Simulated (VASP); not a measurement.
# V (Fd-3m) in VASP: notebook

The runs below take V through single point, relaxation of cell and atoms, with PBE.

All numbers are computed with VASP 6.6.1; they aren't measurements. Logs are shortened: lines on timing, memory, paths and dates and some standing lists are left out, and cuts for length are marked.

## 1. The cell of the first run

The structure is cubic, space group Fd-3m (No. 227). Conventional cell: a = 4.329 Å, b = 4.329 Å, c = 4.329 Å, α = 90.00°, β = 90.00°, γ = 90.00°. Within 2.5 Å of V (site symmetry -43m) lie 4 V at 1.87 Å.

## 2. Single point, PBE

Input file INCAR:

```
SYSTEM = V
PREC = Accurate
ENCUT = 520
EDIFF = 1E-6
ISMEAR = -1
SIGMA = 0.1
LREAL = .False.
LASPH = .True.
NELM = 80
ALGO = Normal
ISIF = 2
LWAVE = .False.
LCHARG = .False.
GGA = PE
NBANDS = 20
```

Input file KPOINTS:

```
regular mesh
0
Gamma
  15 15 15
  0 0 0
```

Input file POSCAR:

```
V
1.0
    0.0000000000      2.1646847486      2.1646847486
    2.1646847486      0.0000000000      2.1646847486
    2.1646847486      2.1646847486      0.0000000000
V
2
Direct
   -0.1250000000     -0.1250000000     -0.1250000000
    0.1250000000      0.1250000000      0.1250000000
```

Potentials or basis: VASP PAW PBE potentials, release 64 (V_sv).

Launch:

```bash
$ cat potpaw_PBE.64/V_sv/POTCAR > POTCAR
$ mpirun -np 1 vasp_std > vasp.out
```

OUTCAR:

```text
SYSTEM = V
   PREC = Accurate
   ENCUT = 520
   EDIFF = 1E-6
   ISMEAR = -1
   LREAL = .False.
   LASPH = .True.
   NELM = 80
   ISIF = 2
   GGA = PE

 ion  position               nearest neighbor table
   1  0.875  0.875  0.875-   2 1.87   2 1.87   2 1.87   2 1.87
   2  0.125  0.125  0.125-   1 1.87   1 1.87   1 1.87   1 1.87

  LATTYP: Found a face centered cubic cell.
 ALAT       =     4.3293694972

  Lattice vectors:

 A1 = (   0.0000000000,   2.1646847486,   2.1646847486)
 A2 = (   2.1646847486,   0.0000000000,   2.1646847486)
 A3 = (   2.1646847486,   2.1646847486,   0.0000000000)

Analysis of symmetry for initial positions (statically):
=====================================================================
 Subroutine PRICEL returns:
 Original cell was already a primitive cell.

 Routine SETGRP: Setting up the symmetry group for a
 face centered cubic supercell.

 Subroutine GETGRP returns: Found 48 space group operations
 (whereof 12 operations were pure point group operations)
 out of a pool of 48 trial point group operations.

The static configuration has the point symmetry D_3d.
 The point group associated with its full space group is O_h .

Analysis of symmetry for dynamics (positions and initial velocities):
=====================================================================
 Subroutine PRICEL returns:
 Original cell was already a primitive cell.

 Routine SETGRP: Setting up the symmetry group for a
 face centered cubic supercell.

 Subroutine GETGRP returns: Found 48 space group operations
 (whereof 12 operations were pure point group operations)
 out of a pool of 48 trial point group operations.

The dynamic configuration has the point symmetry D_3d.
 The point group associated with its full space group is O_h .

 Subroutine INISYM returns: Found 48 space group operations
 (whereof 12 operations are pure point group operations),
 and found     1 'primitive' translations

----------------------------------------------------------------------------------------

                                     Primitive cell

  volume of cell :      20.2868

  direct lattice vectors                    reciprocal lattice vectors
     0.000000000  2.164684749  2.164684749    -0.230980516  0.230980516  0.230980516
     2.164684749  0.000000000  2.164684749     0.230980516 -0.230980516  0.230980516
     2.164684749  2.164684749  0.000000000     0.230980516  0.230980516 -0.230980516

  length of vectors
     3.061326530  3.061326530  3.061326530     0.400069989  0.400069989  0.400069989

  position of ions in fractional coordinates (direct lattice)
     0.875000000  0.875000000  0.875000000
     0.125000000  0.125000000  0.125000000

  ion indices of the primitive-cell ions
   primitive index   ion index
                 1           1
                 2           2

----------------------------------------------------------------------------------------

 KPOINTS: regular mesh

Automatic generation of k-mesh.
 Grid dimensions read from file:
 generate k-points for:   15   15   15

 Generating k-lattice:

  Cartesian coordinates                     Fractional coordinates (reciprocal lattice)
    -0.015398701  0.015398701  0.015398701     0.066666667  0.000000000  0.000000000
     0.015398701 -0.015398701  0.015398701     0.000000000  0.066666667  0.000000000
     0.015398701  0.015398701 -0.015398701     0.000000000  0.000000000  0.066666667

  Length of vectors
     0.026671333  0.026671333  0.026671333

  Shift w.r.t. Gamma in fractional coordinates (k-lattice)
     0.000000000  0.000000000  0.000000000

 Subroutine IBZKPT returns following result:
 ===========================================

 Found    120 irreducible k-points:

 Following reciprocal coordinates:
            Coordinates               Weight
  0.000000  0.000000  0.000000      1.000000
  0.066667  0.000000  0.000000      8.000000
  0.133333  0.000000  0.000000      8.000000
  0.200000  0.000000  0.000000      8.000000
  0.266667  0.000000  0.000000      8.000000
  0.333333  0.000000  0.000000      8.000000
[... 16 lines left out ...]
  0.133333  0.133333  0.000000      6.000000
  0.200000  0.133333  0.000000     24.000000
 [... further k-points ...]
   k-points           NKPTS =    120   k-points in BZ     NKDIM =    120   number of bands    NBANDS=     20
   number of dos      NEDOS =    301   number of ions     NIONS =      2
   total plane-waves  NPLWV =  13824
   dimension x,y,z NGX =    24 NGY =   24 NGZ =   24
   dimension x,y,z NGXF=    48 NGYF=   48 NGZF=   48
   ions per type =               2
   NGX,Y,Z   is equivalent  to a cutoff of  13.03, 13.03, 13.03 a.u.
   NGXF,Y,Z  is equivalent  to a cutoff of  26.07, 26.07, 26.07 a.u.
 SYSTEM =  V
   PREC   = accura    normal or accurate (medium, high low for compatibility)
   ISTART =      0    job   : 0-new  1-cont  2-samecut
   ICHARG =      2    charge: 1-file 2-atom 10-const
   ISPIN  =      1    spin polarized calculation?
   LNONCOLLINEAR =      F non collinear calculations
   LSORBIT =      F    spin-orbit coupling
   LASPH  =      T    aspherical Exc in radial PAW
   ENCUT  =  520.0 eV  38.22 Ry    6.18 a.u.   5.69  5.69  5.69*2*pi/ulx,y,z
   NELM   =     80;   NELMIN=  2; NELMDL= -5     # of ELM steps
   EDIFF  = 0.1E-05   stopping-criterion for ELM
   LREAL  =      F    real-space projection
   EDIFFG = 0.1E-04   stopping-criterion for IOM
   NSW    =      0    number of steps for IOM
   IBRION =     -1    ionic relax: 0-MD 1-quasi-New 2-CG
   NFREE  =      0    steps in history (QN), initial steepest desc. (CG)
   ISIF   =      2    stress and relaxation
   ISYM   =      2    0-nonsym 1-usesym 2-fastsym
   POTIM  = 0.5000    time-step for ionic-motion
   TEBEG  =    0.0;   TEEND  =   0.0 temperature during run
   PSTRESS=    0.0 pullay stress
   NELECT =      26.0000    total number of electrons
   NUPDOWN=      -1.0000    fix difference up-down
   EMIN   =  10.00;   EMAX   =-10.00  energy-range for DOS
   EFERMI =   0.00;   METHOD = LEGACY
   ISMEAR =    -1;   SIGMA  =   0.10  broadening in eV -4-tet -1-fermi 0-gaus
   EFERMI_NEDOS =   21; number of points for ismear=-14 and -15
   IALGO  =     38    algorithm
   IMIX   =      4    mixing-type and parameters
     AMIX     =   0.40;   BMIX     =  1.00
     AMIX_MAG =   1.60;   BMIX_MAG =  1.00
  volume/ion in A,a.u.               =      10.14        68.45
  Fermi-wavevector in a.u.,A,eV,Ry     =   1.778257  3.360419 43.024335  3.162199
  Thomas-Fermi vector in A             =   2.843487
   LORBIT       =      0    0 simple, 1 ext, 2 COOP (PROOUT), +10 PAW based schemes
   GGA     = PE    functional components
   LHFCALC =     F    Hartree Fock is set to
   AEXX    =    0.0000 exact exchange contribution
   IVDW    =     0    specifies the selected vdW correction
   LEPSILON=     F    determine dielectric tensor
   LRPA    =     F    only Hartree local field effects (RPA)
 non-spin polarized calculation
  energy-cutoff  :      520.00
  volume of cell :       20.29
 maximum number of plane-waves:       560
   NGX = 11   NGY = 11   NGZ = 11

 number of electron      26.0000013 magnetization

 Free energy of the ion-electron system (eV)
  ---------------------------------------------------
  ext. energy  EPLUGINS =         0.00000000
  ---------------------------------------------------
  free energy    TOTEN  =        -8.67502624 eV

  energy without entropy =       -8.59864556  energy(sigma->0) =       -8.63683590

 E-fermi :  14.2917     XC(G=0): -14.0732

 val. band max:       14.2796913260   @ k =   0.3333   0.2667   0.0000
 cond. band min:      14.3042615308   @ k =   0.3333   0.2000   0.0000
 fundamental gap:      0.0245702048
 Fermi energy:        14.2916972019

 k-point     1 :       0.0000    0.0000    0.0000
  band No.  band energies     occupation
      1     -51.2043      2.00000
      2     -47.5091      2.00000
      3     -25.1033      2.00000
      4     -25.1033      2.00000
      5     -25.1033      2.00000
      6     -21.9663      2.00000
[... 12 lines left out ...]
     19      20.8192      0.00000
     20      30.1560      0.00000

 k-point     2 :       0.0667    0.0000    0.0000
  band No.  band energies     occupation
      1     -51.1772      2.00000
      2     -47.5438      2.00000
      3     -25.1277      2.00000
      4     -25.1277      2.00000
      5     -25.1090      2.00000
      6     -21.9523      2.00000
[... 12 lines left out ...]
     19      20.8129      0.00000
     20      29.1894      0.00000

 k-point     3 :       0.1333    0.0000    0.0000
  band No.  band energies     occupation
      1     -51.0979      2.00000
      2     -47.6447      2.00000
      3     -25.1944      2.00000
      4     -25.1944      2.00000
      5     -25.1273      2.00000
      6     -21.9100      2.00000
[... 12 lines left out ...]
     19      20.7885      0.00000
     20      28.1728      0.00000

 k-point     4 :       0.2000    0.0000    0.0000
  band No.  band energies     occupation
      1     -50.9723      2.00000
      2     -47.8020      2.00000
      3     -25.2872      2.00000
      4     -25.2872      2.00000
      5     -25.1590      2.00000
      6     -21.8405      2.00000
[... 12 lines left out ...]
     19      20.7318      0.00000
     20      27.3824      0.00000

 k-point     5 :       0.2667    0.0000    0.0000
  band No.  band energies     occupation
      1     -50.8114      2.00000
      2     -47.9989      2.00000
      3     -25.3870      2.00000
      4     -25.3870      2.00000
      5     -25.2018      2.00000
      6     -21.7510      2.00000
[... 12 lines left out ...]
     19      20.6248      0.00000
     20      26.4926      0.00000

 k-point     6 :       0.3333    0.0000    0.0000
  band No.  band energies     occupation
      1     -50.6341      2.00000
      2     -48.2105      2.00000
      3     -25.4768      2.00000
      4     -25.4768      2.00000
      5     -25.2483      2.00000
      6     -21.6566      2.00000
[... 12 lines left out ...]
     19      20.4547      0.00000
     20      25.1239      0.00000

 k-point     7 :       0.4000    0.0000    0.0000
  band No.  band energies     occupation
      1     -50.4712      2.00000
      2     -48.3999      2.00000
      3     -25.5435      2.00000
      4     -25.5435      2.00000
      5     -25.2879      2.00000
      6     -21.5774      2.00000
[... 12 lines left out ...]
     19      20.2322      0.00000
     20      23.5186      0.00000
[... 277 lines left out ...]
 k-point    20 :      -0.2000    0.0667    0.0000
  band No.  band energies     occupation
      1     -50.8989      2.00000
      2     -47.8925      2.00000
      3     -25.4597      2.00000
      4     -25.2952      2.00000
      5     -25.0788      2.00000
      6     -21.8968      2.00000
[... 12 lines left out ...]
     19      20.9975      0.00000
     20      27.1424      0.00000

 k-point    21 :      -0.1333    0.0667    0.0000
  band No.  band energies     occupation
      1     -51.0374      2.00000
      2     -47.7209      2.00000
      3     -25.3332      2.00000
      4     -25.2052      2.00000
      5     -25.0781      2.00000
      6     -21.9410      2.00000
[... 12 lines left out ...]
     19      20.9916      0.00000
     20      27.8151      0.00000

 k-point    22 :      -0.0667    0.0667    0.0000
  band No.  band energies     occupation
      1     -51.1326      2.00000
      2     -47.6007      2.00000
      3     -25.2153      2.00000
      4     -25.1444      2.00000
      5     -25.0894      2.00000
      6     -21.9596      2.00000
[... 12 lines left out ...]
     19      20.9231      0.00000
     20      28.5334      0.00000

 k-point    23 :       0.1333    0.1333    0.0000
  band No.  band energies     occupation
      1     -51.0608      2.00000
      2     -47.6915      2.00000
      3     -25.3083      2.00000
      4     -25.3083      2.00000
      5     -24.9387      2.00000
      6     -22.1103      2.00000
[... 12 lines left out ...]
     19      21.1116      0.00000
     20      27.9398      0.00000

 k-point    24 :       0.2000    0.1333    0.0000
  band No.  band energies     occupation
      1     -50.9656      2.00000
      2     -47.8103      2.00000
      3     -25.4106      2.00000
      4     -25.4059      2.00000
      5     -24.8723      2.00000
      6     -22.1568      2.00000
[... 12 lines left out ...]
     19      21.1575      0.00000
     20      27.4830      0.00000

 [... further k-points ...]
[... 5 lines left out ...]
  --------------------------------------------------------------------------------------
  -------------------------------------------------------------------------------------
  Total       19.4903296     19.4903296     19.4903296      0.0000000     -0.0000000      0.0000000
  in kB     1539.2735219   1539.2735219   1539.2735219      0.0000000     -0.0000000      0.0000000
  external PRESSURE =    1539.2735219 kB  Pullay stress =       0.0000000 kB

 VOLUME and BASIS-vectors are now :
 -----------------------------------------------------------------------------
  energy-cutoff  :      520.00
  volume of cell :       20.29
      direct lattice vectors                 reciprocal lattice vectors
     0.000000000  2.164684749  2.164684749    -0.230980516  0.230980516  0.230980516
     2.164684749  0.000000000  2.164684749     0.230980516 -0.230980516  0.230980516
     2.164684749  2.164684749  0.000000000     0.230980516  0.230980516 -0.230980516

 POSITION                                       TOTAL-FORCE (eV/Angst)
 -----------------------------------------------------------------------------------
      3.78820      3.78820      3.78820         0.000000     -0.000000     -0.000000
      0.54117      0.54117      0.54117        -0.000000      0.000000      0.000000
 -----------------------------------------------------------------------------------
    total drift:                                0.000000      0.000000      0.000000

  FREE ENERGIE OF THE ION-ELECTRON SYSTEM (eV)
  ---------------------------------------------------
  free  energy   TOTEN  =        -8.6750262437 eV

  energy  without entropy=       -8.5986455569  energy(sigma->0) =       -8.63683590
```

It took 17 s on 1 thread of Intel Xeon 6975P-C, shared host; peak memory 0.16 GiB.

Results:

- Free energy: -8.6750 eV
- Pressure: 153.9 GPa
- Band gap on the k mesh: zero (band 13 reaches 15.16 eV, above the bottom of band 14 at 12.43 eV)

Levels at points of the mesh, in eV from the Fermi level:
```
           k point  band 9  band 10  band 11  band 12  band 13  band 14  band 15  band 16  band 17  band 18
(0.00, 0.00, 0.00)   -7.13    -3.71    -3.71    -1.38    -1.38    -1.38     2.51     2.51     2.51     6.53
```

## 3. Single point, PBE

This run uses another cell than the first one, of 10.17 Å³/atom, 1.003 times its volume.

Input file INCAR:

```
SYSTEM = V
ALGO = Normal
EDIFF = 1E-7
ENCUT = 520
GGA = PE
ISIF = 2
ISMEAR = -1
LASPH = .True.
LCHARG = .False.
LREAL = .False.
LWAVE = .False.
NBANDS = 20
NELM = 80
PREC = Accurate
SIGMA = 0.1
```

Input file KPOINTS:

```
k-points
0
Gamma
  15 15 15
  0 0 0
```

Input file POSCAR:

```
V
1.0
    0.0000000000      2.1666098435      2.1666098435
    2.1666098435      0.0000000000      2.1666098435
    2.1666098435      2.1666098435      0.0000000000
V
2
Direct
   -0.1250000000     -0.1250000000     -0.1250000000
    0.1250000000      0.1250000000      0.1250000000
```

Potentials or basis: VASP PAW PBE potentials, release 64 (V_sv).

Launch:

```bash
$ cat potpaw_PBE.64/V_sv/POTCAR > POTCAR
$ mpirun -np 1 vasp_std > vasp.out
```

It took 19 s on 1 thread of Intel Xeon 6975P-C, shared host; peak memory 0.16 GiB.

The run converged. Its results:

- Free energy: -8.7268 eV
- Pressure: 152.2 GPa
- Band gap on the k mesh: zero (band 13 reaches 15.11 eV, above the bottom of band 14 at 12.39 eV)

Levels at points of the mesh, in eV from the Fermi level:
```
           k point  band 9  band 10  band 11  band 12  band 13  band 14  band 15  band 16  band 17  band 18
(0.00, 0.00, 0.00)   -7.12    -3.69    -3.69    -1.38    -1.38    -1.38     2.50     2.50     2.50     6.51
```

(Continued in part 2 of 3.)
